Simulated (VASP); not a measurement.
## PbO2: single point with LDA

Crystal: PbO2.

```
Pb O
1.0
    -3.03028    3.03028    3.07553
     3.03028   -3.03028    3.07553
     3.03028    3.03028   -3.07553
Pb O
2 4
Direct
  0.00000 0.00000 0.00000
  0.75000 0.25000 0.50000
  0.37500 0.31756 0.44256
  0.06756 0.62500 0.94256
  0.68244 0.12500 0.05744
  0.87500 0.93244 0.55744
```

```json
{
  "Program": "VASP 6.6.1",
  "Task": "single point",
  "Functional": "LDA",
  "Potentials or basis": "VASP PAW LDA potentials, release 64 (Pb_d, O)",
  "Cutoff": "520 eV",
  "k mesh": "8 × 8 × 8",
  "Occupations": "gaussian, width 0.02 eV",
  "Spin": "no spin polarisation",
  "Dipole correction": "no",
  "Further INCAR settings": "ALGO = Normal; EDIFF = 1e-06; NBANDS = 35"
}
```

| Property | Result |
| --- | --- |
| Pressure | 0.4 GPa |
| Largest force | 0.062 eV/Å |
| Band gap on the k mesh | 0.33 eV, direct |

Forces on the atoms (eV/Å):
```
Pb   0.000  0.000  0.000
Pb   0.000  0.000  0.000
O    0.062  0.000  0.000
O    0.000  0.062  0.000
O    0.000 -0.062  0.000
O   -0.062  0.000  0.000
```

Stress tensor (GPa, compression positive):
```
0.55 0.00 0.00
0.00 0.55 0.00
0.00 0.00 0.09
```

Levels at points of the mesh, in eV from the valence-band top:
```csv
k point,band 23,band 24,band 25,band 26,band 27,band 28,band 29,band 30
"(0.00, 0.00, 0.00)",-1.04,-1.04,-0.30,0.00,0.33,3.31,6.04,6.99
"(0.50, 0.00, 0.00)",-0.81,-0.78,-0.74,-0.65,1.96,3.20,5.50,5.65
"(0.50, 0.50, 0.00)",-1.02,-1.02,-0.41,-0.41,2.49,2.49,5.69,5.69
"(0.50, 0.50, 0.50)",-0.93,-0.93,-0.38,-0.38,3.35,3.35,5.85,5.85
```

Wall time 2.6 min on 1 thread of AMD EPYC 7R13 Processor (Zen 3), with other jobs on the host, peak memory 0.28 GiB.

Caveat: spin-orbit coupling is left out, which moves the levels of the heavy elements. A k mesh can miss the band edges.
